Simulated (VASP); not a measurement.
# ScPbS4 (F-43m) in VASP: further runs

ScPbS4 is run at these levels: PBE; tasks: single point, relaxation of cell and atoms.

Program: VASP 6.6.1. These are calculated values, not measurements. Logs are shortened: lines on timing, memory, paths and dates and some standing lists are left out, and cuts for length are marked.

### Step 1. The cell of the first run

It takes space group F-43m (No. 216, cubic). The conventional cell has a = 7.780 Å, b = 7.780 Å, c = 7.780 Å, α = 90.00°, β = 90.00°, γ = 90.00°. Within 4.2 Å of Sc (site symmetry -43m) lie 12 S at 3.22 Å and 4 Pb at 3.37 Å. Pb (site symmetry -43m) has 12 S at 3.23 Å and 4 Sc at 3.37 Å within 4.2 Å. Within 3.6 Å of S (site symmetry 3m) lie 6 S at 2.70 to 2.80 Å and 3 Sc at 3.22 Å and 3 Pb at 3.23 Å.

### Step 2. Single point, PBE

Input file INCAR:

```
SYSTEM = ScPbS4
PREC = Accurate
ENCUT = 520
EDIFF = 1E-7
ISMEAR = 0
SIGMA = 0.1
LREAL = .False.
LASPH = .True.
NELM = 100
ALGO = Normal
ISIF = 2
LWAVE = .False.
LCHARG = .False.
GGA = PE
NBANDS = 34
```

Input file KPOINTS:

```
Automatic mesh
0
Gamma
  8 8 8
  0 0 0
```

Input file POSCAR:

```
ScPbS4
1.0
    0.0000000000      3.8900525455      3.8900525455
    3.8900525455      0.0000000000      3.8900525455
    3.8900525455      3.8900525455      0.0000000000
Sc Pb S
1 1 4
Direct
    0.2500000000      0.2500000000      0.2500000000
    0.0000000000      0.0000000000      0.0000000000
    0.6228702458      0.6228702458      0.6228702458
    0.1313892625      0.6228702458      0.6228702458
    0.6228702458      0.6228702458      0.1313892625
    0.6228702458      0.1313892625      0.6228702458
```

Potentials or basis: VASP PAW PBE potentials, release 64 (Sc_sv, Pb_d, S).

Launch:

```sh
$ cat potpaw_PBE.64/Sc_sv/POTCAR potpaw_PBE.64/Pb_d/POTCAR potpaw_PBE.64/S/POTCAR > POTCAR
$ mpirun -np 1 vasp_std > vasp.out
```

OUTCAR:

```text
SYSTEM = ScPbS4
   PREC = Accurate
   ENCUT = 520
   EDIFF = 1E-7
   ISMEAR = 0
   LREAL = .False.
   LASPH = .True.
   NELM = 100
   ISIF = 2
   GGA = PE

 ion  position               nearest neighbor table
   1  0.250  0.250  0.250-   2 3.37   2 3.37   2 3.37   2 3.37
   2  0.000  0.000  0.000-   5 3.23   6 3.23   4 3.23   5 3.23   4 3.23   6 3.23   3 3.23   3 3.23
                             3 3.23   4 3.23   6 3.23   5 3.23   1 3.37   1 3.37   1 3.37   1 3.37
   3  0.623  0.623  0.623-   4 2.70   5 2.70   6 2.70   2 3.23   2 3.23   2 3.23
   4  0.131  0.623  0.623-   3 2.70   5 2.70   6 2.70   2 3.23   2 3.23   2 3.23
   5  0.623  0.623  0.131-   3 2.70   4 2.70   6 2.70   2 3.23   2 3.23   2 3.23
   6  0.623  0.131  0.623-   3 2.70   4 2.70   5 2.70   2 3.23   2 3.23   2 3.23

  LATTYP: Found a face centered cubic cell.
 ALAT       =     7.7801050910

  Lattice vectors:

 A1 = (   0.0000000000,   3.8900525455,   3.8900525455)
 A2 = (   3.8900525455,   0.0000000000,   3.8900525455)
 A3 = (   3.8900525455,   3.8900525455,   0.0000000000)

Analysis of symmetry for initial positions (statically):
=====================================================================
 Subroutine PRICEL returns:
 Original cell was already a primitive cell.

 Routine SETGRP: Setting up the symmetry group for a
 face centered cubic supercell.

 Subroutine GETGRP returns: Found 24 space group operations
 (whereof 24 operations were pure point group operations)
 out of a pool of 48 trial point group operations.

The static configuration has the point symmetry T_d .

Analysis of symmetry for dynamics (positions and initial velocities):
=====================================================================
 Subroutine PRICEL returns:
 Original cell was already a primitive cell.

 Routine SETGRP: Setting up the symmetry group for a
 face centered cubic supercell.

 Subroutine GETGRP returns: Found 24 space group operations
 (whereof 24 operations were pure point group operations)
 out of a pool of 48 trial point group operations.

The dynamic configuration has the point symmetry T_d .

 Subroutine INISYM returns: Found 24 space group operations
 (whereof 24 operations are pure point group operations),
 and found     1 'primitive' translations

----------------------------------------------------------------------------------------

                                     Primitive cell

  volume of cell :     117.7325

  direct lattice vectors                    reciprocal lattice vectors
     0.000000000  3.890052546  3.890052546    -0.128532968  0.128532968  0.128532968
     3.890052546  0.000000000  3.890052546     0.128532968 -0.128532968  0.128532968
     3.890052546  3.890052546  0.000000000     0.128532968  0.128532968 -0.128532968

  length of vectors
     5.501365068  5.501365068  5.501365068     0.222625631  0.222625631  0.222625631

  position of ions in fractional coordinates (direct lattice)
     0.250000000  0.250000000  0.250000000
     0.000000000  0.000000000  0.000000000
     0.622870246  0.622870246  0.622870246
     0.131389263  0.622870246  0.622870246
     0.622870246  0.622870246  0.131389263
     0.622870246  0.131389263  0.622870246

  ion indices of the primitive-cell ions
   primitive index   ion index
                 1           1
                 2           2
                 3           3
                 4           4
                 5           5
                 6           6

----------------------------------------------------------------------------------------

 KPOINTS: Automatic mesh

Automatic generation of k-mesh.
 Grid dimensions read from file:
 generate k-points for:    8    8    8

 Generating k-lattice:

  Cartesian coordinates                     Fractional coordinates (reciprocal lattice)
    -0.016066621  0.016066621  0.016066621     0.125000000  0.000000000  0.000000000
     0.016066621 -0.016066621  0.016066621     0.000000000  0.125000000  0.000000000
     0.016066621  0.016066621 -0.016066621     0.000000000  0.000000000  0.125000000

  Length of vectors
     0.027828204  0.027828204  0.027828204

  Shift w.r.t. Gamma in fractional coordinates (k-lattice)
     0.000000000  0.000000000  0.000000000

 Subroutine IBZKPT returns following result:
 ===========================================

 Found     29 irreducible k-points:

 Following reciprocal coordinates:
            Coordinates               Weight
  0.000000  0.000000  0.000000      1.000000
  0.125000  0.000000  0.000000      8.000000
  0.250000  0.000000  0.000000      8.000000
  0.375000  0.000000  0.000000      8.000000
  0.500000  0.000000  0.000000      4.000000
  0.125000  0.125000  0.000000      6.000000
[... 16 lines left out ...]
  0.500000  0.250000  0.125000     48.000000
 -0.375000  0.250000  0.125000     24.000000
 [... further k-points ...]
   k-points           NKPTS =     29   k-points in BZ     NKDIM =     29   number of bands    NBANDS=     34
   number of dos      NEDOS =    301   number of ions     NIONS =      6
   total plane-waves  NPLWV =  74088
   dimension x,y,z NGX =    42 NGY =   42 NGZ =   42
   dimension x,y,z NGXF=    84 NGYF=   84 NGZF=   84
   ions per type =               1   1   4
   NGX,Y,Z   is equivalent  to a cutoff of  12.69, 12.69, 12.69 a.u.
   NGXF,Y,Z  is equivalent  to a cutoff of  25.38, 25.38, 25.38 a.u.
 SYSTEM =  ScPbS4
   PREC   = accura    normal or accurate (medium, high low for compatibility)
   ISTART =      0    job   : 0-new  1-cont  2-samecut
   ICHARG =      2    charge: 1-file 2-atom 10-const
   ISPIN  =      1    spin polarized calculation?
   LNONCOLLINEAR =      F non collinear calculations
   LSORBIT =      F    spin-orbit coupling
   LASPH  =      T    aspherical Exc in radial PAW
   ENCUT  =  520.0 eV  38.22 Ry    6.18 a.u.  10.23 10.23 10.23*2*pi/ulx,y,z
   NELM   =    100;   NELMIN=  2; NELMDL= -5     # of ELM steps
   EDIFF  = 0.1E-06   stopping-criterion for ELM
   LREAL  =      F    real-space projection
   EDIFFG = 0.1E-05   stopping-criterion for IOM
   NSW    =      0    number of steps for IOM
   IBRION =     -1    ionic relax: 0-MD 1-quasi-New 2-CG
   NFREE  =      0    steps in history (QN), initial steepest desc. (CG)
   ISIF   =      2    stress and relaxation
   ISYM   =      2    0-nonsym 1-usesym 2-fastsym
   POTIM  = 0.5000    time-step for ionic-motion
   TEBEG  =    0.0;   TEEND  =   0.0 temperature during run
   PSTRESS=    0.0 pullay stress
   NELECT =      49.0000    total number of electrons
   NUPDOWN=      -1.0000    fix difference up-down
   EMIN   =  10.00;   EMAX   =-10.00  energy-range for DOS
   EFERMI =   0.00;   METHOD = LEGACY
   ISMEAR =     0;   SIGMA  =   0.10  broadening in eV -4-tet -1-fermi 0-gaus
   EFERMI_NEDOS =   21; number of points for ismear=-14 and -15
   IALGO  =     38    algorithm
   IMIX   =      4    mixing-type and parameters
     AMIX     =   0.40;   BMIX     =  1.00
     AMIX_MAG =   1.60;   BMIX_MAG =  1.00
  volume/ion in A,a.u.               =      19.62       132.42
  Fermi-wavevector in a.u.,A,eV,Ry     =   1.222291  2.309796 20.327050  1.493996
  Thomas-Fermi vector in A             =   2.357443
   LORBIT       =      0    0 simple, 1 ext, 2 COOP (PROOUT), +10 PAW based schemes
   GGA     = PE    functional components
   LHFCALC =     F    Hartree Fock is set to
   AEXX    =    0.0000 exact exchange contribution
   IVDW    =     0    specifies the selected vdW correction
   LEPSILON=     F    determine dielectric tensor
   LRPA    =     F    only Hartree local field effects (RPA)
 non-spin polarized calculation
 Gauss-broadening in eV      SIGMA  =   0.10
  energy-cutoff  :      520.00
  volume of cell :      117.73
 maximum number of plane-waves:      3218
 NGX is ok and might be reduce to    42
   NGX = 21   NGY = 21   NGZ = 21

 number of electron      49.0000002 magnetization

 Free energy of the ion-electron system (eV)
  ---------------------------------------------------
  ext. energy  EPLUGINS =         0.00000000
  ---------------------------------------------------
  free energy    TOTEN  =       -24.30322736 eV

  energy without entropy =      -24.26627985  energy(sigma->0) =      -24.28475361

 E-fermi :   7.2659     XC(G=0): -10.6125

 val. band max:        7.2636972262   @ k =  -0.3750   0.3750   0.1250
 cond. band min:       7.2676619947   @ k =   0.5000   0.2500   0.0000
 fundamental gap:      0.0039647686
 Fermi energy:         7.2658524769

 k-point     1 :       0.0000    0.0000    0.0000
  band No.  band energies     occupation
      1     -43.6491      2.00000
      2     -22.2460      2.00000
      3     -22.2460      2.00000
      4     -22.2460      2.00000
      5     -10.0367      2.00000
      6     -10.0367      2.00000
[... 26 lines left out ...]
     33       9.0636      0.00000
     34       9.1714      0.00000

 k-point     2 :       0.1250    0.0000    0.0000
  band No.  band energies     occupation
      1     -43.6491      2.00000
      2     -22.2462      2.00000
      3     -22.2460      2.00000
      4     -22.2460      2.00000
      5     -10.0379      2.00000
      6     -10.0361      2.00000
[... 26 lines left out ...]
     33       9.2785      0.00000
     34       9.2785      0.00000

 k-point     3 :       0.2500    0.0000    0.0000
  band No.  band energies     occupation
      1     -43.6491      2.00000
      2     -22.2468      2.00000
      3     -22.2461      2.00000
      4     -22.2461      2.00000
      5     -10.0409      2.00000
      6     -10.0351      2.00000
[... 26 lines left out ...]
     33       9.7830      0.00000
     34       9.7830      0.00000
[... 704 lines left out ...]
 k-point    23 :       0.5000    0.2500    0.1250
  band No.  band energies     occupation
      1     -43.6491      2.00000
      2     -22.2472      2.00000
      3     -22.2465      2.00000
      4     -22.2462      2.00000
      5     -10.0455      2.00000
      6     -10.0351      2.00000
[... 26 lines left out ...]
     33      10.0812      0.00000
     34      10.3820      0.00000

 k-point    24 :      -0.3750    0.2500    0.1250
  band No.  band energies     occupation
      1     -43.6491      2.00000
      2     -22.2474      2.00000
      3     -22.2466      2.00000
      4     -22.2463      2.00000
      5     -10.0460      2.00000
      6     -10.0360      2.00000
[... 26 lines left out ...]
     33      10.0218      0.00000
     34      10.5864      0.00000

 [... further k-points ...]

------------------------ aborting loop because EDIFF is reached ----------------------------------------

  FORCE on cell =-STRESS in cart. coord.  units (eV):
  Direction    XX          YY          ZZ          XY          YZ          ZX
  --------------------------------------------------------------------------------------
  -------------------------------------------------------------------------------------
  Total       -0.0373044     -0.0373044     -0.0373044     -0.0000000     -0.0000000      0.0000000
  in kB       -0.5076622     -0.5076622     -0.5076622     -0.0000000     -0.0000000      0.0000000
  external PRESSURE =      -0.5076622 kB  Pullay stress =       0.0000000 kB

 VOLUME and BASIS-vectors are now :
 -----------------------------------------------------------------------------
  energy-cutoff  :      520.00
  volume of cell :      117.73
      direct lattice vectors                 reciprocal lattice vectors
     0.000000000  3.890052546  3.890052546    -0.128532968  0.128532968  0.128532968
     3.890052546  0.000000000  3.890052546     0.128532968 -0.128532968  0.128532968
     3.890052546  3.890052546  0.000000000     0.128532968  0.128532968 -0.128532968

 POSITION                                       TOTAL-FORCE (eV/Angst)
 -----------------------------------------------------------------------------------
      1.94503      1.94503      1.94503         0.000000      0.000000      0.000000
      0.00000      0.00000      0.00000         0.000000      0.000000      0.000000
      4.84600      4.84600      4.84600        -0.004741     -0.004741     -0.004741
      4.84600      2.93411      2.93411        -0.004741      0.004741      0.004741
      2.93411      2.93411      4.84600         0.004741      0.004741     -0.004741
      2.93411      4.84600      2.93411         0.004741     -0.004741      0.004741
 -----------------------------------------------------------------------------------
    total drift:                                0.000000      0.000000      0.000000

  FREE ENERGIE OF THE ION-ELECTRON SYSTEM (eV)
  ---------------------------------------------------
  free  energy   TOTEN  =       -24.3032273648 eV

  energy  without entropy=      -24.2662798453  energy(sigma->0) =      -24.28475361
```

Wall time 94 s (1 thread of Intel Xeon 6975P-C (Granite Rapids), shared host); peak memory 0.3 GiB.

Results:

- Free energy: -24.3032 eV
- Pressure: -0.1 GPa
- Largest force: 0.008 eV/Å

Forces on the atoms (eV/Å):
```
Sc   0.000  0.000  0.000
Pb   0.000  0.000  0.000
S   -0.005 -0.005 -0.005
S   -0.005  0.005  0.005
S    0.005  0.005 -0.005
S    0.005 -0.005  0.005
```

Levels at points of the mesh, in eV from the Fermi level:
```
           k point  band 20  band 21  band 22  band 23  band 24  band 25  band 26  band 27  band 28  band 29
(0.00, 0.00, 0.00)    -4.56    -0.52    -0.52    -0.52     0.42     0.42     0.42     1.65     1.66     1.68
(0.50, 0.00, 0.00)    -3.15    -2.73    -2.73    -2.68     0.39     0.49     0.62     0.62     1.06     1.21
(0.50, 0.50, 0.00)    -2.91    -2.83    -2.83    -2.66    -2.18     0.14     0.14     0.41     1.19     1.33
```

Caveat: spin-orbit coupling is left out, which moves the levels of the heavy elements.

[end of part 1 of 2]
